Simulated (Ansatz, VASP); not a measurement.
CdInTe2: VASP beside Ansatz

```
Cd Te In
1.0
    -4.09250    4.09250    3.66053
     4.09250   -4.09250    3.66053
     4.09250    4.09250   -3.66053
Cd Te In
2 4 2
Cartesian
  0.0000 0.0000 1.8303
  0.0000 0.0000 5.4908
  1.5768 5.6693 0.0000
  2.5157 1.5768 0.0000
  2.5157 -1.5768 3.6605
  1.5768 2.5157 3.6605
  0.0000 4.0925 1.8303
  4.0925 0.0000 1.8303
```

Alike in both runs: functional PBE; k mesh 4 × 4 × 4; occupations gaussian, width 0.001 eV; no spin polarisation.

Ansatz relaxed the structure, and its values are those at the end. VASP's run is a single point on that final structure, the one shown.

|  | VASP | Ansatz |
| --- | --- | --- |
| version | VASP 6.6.1 | Ansatz 0.2.0 |
| potentials or method | VASP PAW PBE potentials, release 64 (Cd, Te, In_d), cutoff 520 eV | PAW plane waves |
| valence electrons in the cell | 74 | 130 |

```tsv
	VASP	Ansatz	Ansatz less VASP
gap on the k mesh at the Fermi level (eV)	none	none	-
pressure (GPa)	0.0	0.0	-0.03
```

A gap of «none» marks a metal or a gap that the smearing closes. With one functional, cell and mesh, what is left measures potentials, basis and numerics. VASP's potentials hold 74 valence electrons a cell and Ansatz's 130, so a difference there can come from the potentials and not from the codes.

Spin-orbit coupling is off throughout.
